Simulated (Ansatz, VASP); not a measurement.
One calculation of Nb2Ga3C3, two programs

```
Nb Ga C
1.0
     4.86813    0.00000    0.00000
     0.00000    4.86813    0.00000
     0.00000    0.00000    4.86813
Nb Ga C
2 3 3
Direct
  0.50000 0.50000 0.50000
  0.00000 0.00000 0.00000
  0.00000 0.50000 0.50000
  0.50000 0.00000 0.50000
  0.50000 0.50000 0.00000
  0.50000 0.00000 0.00000
  0.00000 0.50000 0.00000
  0.00000 0.00000 0.50000
```

Alike in both runs: functional PBE; k mesh 8 × 8 × 8; occupations gaussian, width 0.1 eV; no spin polarisation.

Ansatz relaxed the structure, and its values are those at the end. VASP's run is a single point on that final structure, the one shown.

|  | VASP | Ansatz |
| --- | --- | --- |
| version | VASP 6.6.1 | Ansatz 0.2.0 |
| potentials or method | VASP PAW PBE potentials, release 64 (Nb_sv, Ga_d, C), cutoff 520 eV | scalar-relativistic, plane waves, PAW |
| valence electrons in the cell | 77 | 77 |

```csv
,VASP,Ansatz,Ansatz less VASP
gap on the k mesh at the Fermi level (eV),none,none,-
pressure (GPa),0.1,0.0,-0.14
```

A gap of «none» marks a metal or a gap that the smearing closes. The functional is the same, so the differences come from potentials, cutoffs and numerics.
